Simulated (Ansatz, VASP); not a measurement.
**Be: VASP beside Ansatz**

```
CELL_PARAMETERS angstrom
0.00000 2.13988 2.13988
2.13988 0.00000 2.13988
2.13988 2.13988 0.00000
ATOMIC_POSITIONS crystal
Be 0.87500 0.87500 0.87500
Be 0.12500 0.12500 0.12500
```

Alike in both runs: task relaxation of cell and atoms; functional PBEsol; k mesh 15 × 15 × 15; occupations fermi-dirac, width 0.05 eV; no spin polarisation.

```csv
,VASP,Ansatz
version,VASP 6.6.1,Ansatz 0.2.0
potentials or method,"VASP PAW PBE potentials, release 64 (Be)","PAW with Ansatz's default frozen-core files, scalar-relativistic"
plane-wave cutoff (eV),600,420
valence electrons in the cell,4,4
```

```csv
,VASP,Ansatz,Ansatz less VASP
relaxed volume (Å³/atom),14.51,14.47,-0.037
relaxed cell length with the largest relative difference (Å),3.449,3.446,-0.0030
```

VASP's potentials were made for PBE, not for PBEsol.

Noted on VASP's run: the volume moved by over 15 % at a fixed basis, so the end points are rough.
